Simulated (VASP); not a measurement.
Wanted: the native input for a VASP 6.6.1 run.

```
Task                   : single point
Functional             : r2SCAN
Potentials or basis    : VASP PAW PBE potentials, release 64 (C)
Cutoff                 : 520 eV
k mesh                 : 12 × 12 × 2
Occupations            : fermi-dirac, width 0.05 eV
Spin                   : no spin polarisation
Dipole correction      : no
Further INCAR settings : ALGO = Normal; EDIFF = 1e-06; NBANDS = 16
```

The system is C, a slab with vacuum.

```xyz
4
Lattice="2.4562 0.0000 0.0000 -1.2281 2.1272 0.0000 0.0000 0.0000 24.1340" Properties=species:S:1:pos:R:3 pbc="T T T"
C     1.2281    0.7091   13.7678
C     0.0000    1.4181   10.3661
C     0.0000    0.0000   10.3663
C     0.0000    0.0000   13.7677
```

These files were run (other wordings do the same):

POSCAR

```
C
1.0
    2.4562275060      0.0000000000      0.0000000000
   -1.2281137530      2.1271554177      0.0000000000
    0.0000000000      0.0000000000     24.1339601687
C
4
Direct
    0.6666666667      0.3333333333      0.5704754400
    0.3333333333      0.6666666667      0.4295245600
    0.0000000000      0.0000000000      0.4295312300
    0.0000000000      0.0000000000      0.5704687700
```

INCAR.step1

```
PREC     = Accurate       # precision mode
ENCUT    = 520            # plane-wave cutoff, eV
ISMEAR   = -1             # smearing method
SIGMA    = 0.05           # smearing width, eV
LREAL    = False          # projectors in reciprocal space
LASPH    = True           # aspherical terms in the spheres
NELM     = 80             # most SCF steps
NBANDS   = 16             # bands
GGA      = PE             # functional
ALGO     = Normal         # electronic algorithm
EDIFF    = 1E-4           # SCF threshold, eV
LWAVE    = True           # write WAVECAR
LCHARG   = False          # write CHGCAR
```

INCAR.step2

```
PREC     = Accurate       # precision mode
ENCUT    = 520            # plane-wave cutoff, eV
EDIFF    = 1E-6           # SCF threshold, eV
ISMEAR   = -1             # smearing method
SIGMA    = 0.05           # smearing width, eV
LREAL    = False          # projectors in reciprocal space
LASPH    = True           # aspherical terms in the spheres
NELM     = 80             # most SCF steps
ALGO     = Normal         # electronic algorithm
ISIF     = 2              # what is computed and relaxed
LWAVE    = False          # write WAVECAR
LCHARG   = False          # write CHGCAR
METAGGA  = R2SCAN         # meta-GGA
LMIXTAU  = True         
NBANDS   = 16             # bands
ISTART   = 1
```

KPOINTS

```
regular mesh
0
Gamma
  12 12 2
```

Potentials or basis: VASP PAW PBE potentials, release 64 (C).

Launch:

```bash
$ cat potpaw_PBE.64/C/POTCAR > POTCAR
$ cp INCAR.step1 INCAR
$ mpirun -np 1 vasp_std > vasp.out
$ cp INCAR.step2 INCAR
$ mpirun -np 1 vasp_std > vasp.out
```

Results of the run:

```yaml
Largest_force: 0.018 eV/Å
Band_gap_on_the_k_mesh: zero (filled and empty bands touch)
```

Caveat: the PAW data sets were made with another functional, which shifts forces and pressure a little.

It took 5.1 min on 1 thread of Intel(R) Xeon(R) Platinum 8375C CPU @ 2.90GHz (Ice Lake), with other jobs on the host, peak memory 0.26 GiB.
